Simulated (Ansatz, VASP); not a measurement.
## Two plane-wave programs on Ru

```
Ru
1.0
    -1.50718    1.50718    1.50718
     1.50718   -1.50718    1.50718
     1.50718    1.50718   -1.50718
Ru
1
Direct
  0.00000 0.00000 0.00000
```

Alike in both runs: task relaxation of cell and atoms; functional PBEsol; k mesh 20 × 20 × 20; occupations gaussian, width 0.1 eV; no spin polarisation.

```csv
,VASP,Ansatz
version,VASP 6.6.1,Ansatz 0.2.0
potentials or method,"VASP PAW PBE potentials, release 64 (Ru_pv), cutoff 600 eV","scalar-relativistic, plane waves, PAW"
valence electrons in the cell,14,16
```

|  | VASP | Ansatz | Ansatz less VASP |
| --- | --- | --- | --- |
| gap on the k mesh at the Fermi level, each at its own relaxed structure (eV) | none | none | - |
| relaxed volume (Å³/atom) | 13.75 | 13.75 | +0.004 |
| relaxed cell length with the largest relative difference (Å) | 2.614 | 2.614 | +0.0002 |

VASP's potentials were made for PBE, not for PBEsol. A gap of «none» marks a metal or a gap that the smearing closes. VASP's potentials hold 14 valence electrons a cell and Ansatz's 16, so a difference there can come from the potentials and not from the codes.
